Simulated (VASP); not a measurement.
Input of a VASP 6.6.1 run:

File INCAR:

```
SYSTEM = ScSi8
PREC = Accurate ; ENCUT = 520
EDIFF = 1E-7 ; ISMEAR = 0
SIGMA = 0.1 ; LREAL = .False.
LASPH = .True. ; NELM = 60
ALGO = Normal ; ISIF = 2
LWAVE = .False. ; LCHARG = .True.
GGA = PE ; LELF = .True.
LVHAR = .True. ; NBANDS = 32
```

KPOINTS

```
Automatic mesh
0
Gamma
  6 6 12
  0 0 0
```

POSCAR

```
ScSi8
1.0
    7.2669551801      0.0000000000      0.0000000000
   -3.6334775900      6.2933677941      0.0000000000
    0.0000000000      0.0000000000      3.4570798830
Sc Si
1 8
Direct
    0.0000000000      0.0000000000      0.0000000000
    0.8105955014      0.1894044986      0.5000000000
    0.8105955014      0.6211910027      0.5000000000
    0.3788089973      0.1894044986      0.5000000000
    0.1894044986      0.8105955014      0.5000000000
    0.1894044986      0.3788089973      0.5000000000
    0.6211910027      0.8105955014      0.5000000000
    0.3333333333      0.6666666667      0.0000000000
    0.6666666667      0.3333333333      0.0000000000
```

Potentials or basis: VASP PAW PBE potentials, release 64 (Sc_sv, Si).

Launch:

```bash
$ cat potpaw_PBE.64/Sc_sv/POTCAR potpaw_PBE.64/Si/POTCAR > POTCAR
$ mpirun -np 1 vasp_std > vasp.out
```

Question: What does it give for the pressure?

Answer: 0.0 GPa.

Question: Estimate the band gap on the k mesh.

Answer: Zero (an odd number of electrons rules out a gap without spin polarisation).

Forces on the atoms (eV/Å):
```
Sc   0.000  0.000  0.000
Si  -0.005  0.003  0.000
Si   0.000 -0.006  0.000
Si   0.005  0.003  0.000
Si   0.005 -0.003  0.000
Si   0.000  0.006  0.000
Si  -0.005 -0.003  0.000
Si   0.000  0.000  0.000
Si   0.000  0.000  0.000
```
